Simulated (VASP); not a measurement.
## AlNi3: single point with LDA

The system is AlNi3.

```
Al Ni
1.0
     3.52305    0.00000    0.00000
     0.00000    3.52305    0.00000
     0.00000    0.00000    3.52305
Al Ni
1 3
Direct
  0.00000 0.00000 0.00000
  0.00000 0.50000 0.50000
  0.50000 0.00000 0.50000
  0.50000 0.50000 0.00000
```

```json
{
 "Program": "VASP 6.6.1",
 "Task": "single point",
 "Functional": "LDA",
 "Potentials or basis": "VASP PAW LDA potentials, release 64 (Al, Ni)",
 "Cutoff": "520 eV",
 "k mesh": "7 × 7 × 7",
 "Occupations": "fermi-dirac, width 0.15 eV",
 "Spin": "collinear spin, ferromagnetic start",
 "Starting moments": "[0.0, 1.0, 1.0, 1.0] μB"
}
```

```json
{"Pressure": "-6.7 GPa", "Net moment": "0.00 μB per cell", "Valence electrons inside the program's atomic spheres": "Al 0.82; Ni 9.46"}
```

Levels at points of the mesh, in eV from the Fermi level:
Spin up:
| k point | band 13 | band 14 | band 15 | band 16 | band 17 | band 18 | band 19 | band 20 | band 21 | band 22 |
| --- | --- | --- | --- | --- | --- | --- | --- | --- | --- | --- |
| (0.00, 0.00, 0.00) | -0.15 | 0.11 | 0.11 | 0.11 | 0.87 | 0.87 | 0.87 | 6.79 | 6.79 | 7.58 |
Spin down:
```csv
k point,band 13,band 14,band 15,band 16,band 17,band 18,band 19,band 20,band 21,band 22
"(0.00, 0.00, 0.00)",-0.15,0.11,0.11,0.11,0.87,0.87,0.87,6.79,6.79,7.58
```

Wall time 54 s on 1 thread of Intel(R) Xeon(R) Platinum 8375C CPU @ 2.90GHz (Ice Lake), with other jobs on the host, peak memory 0.16 GiB.
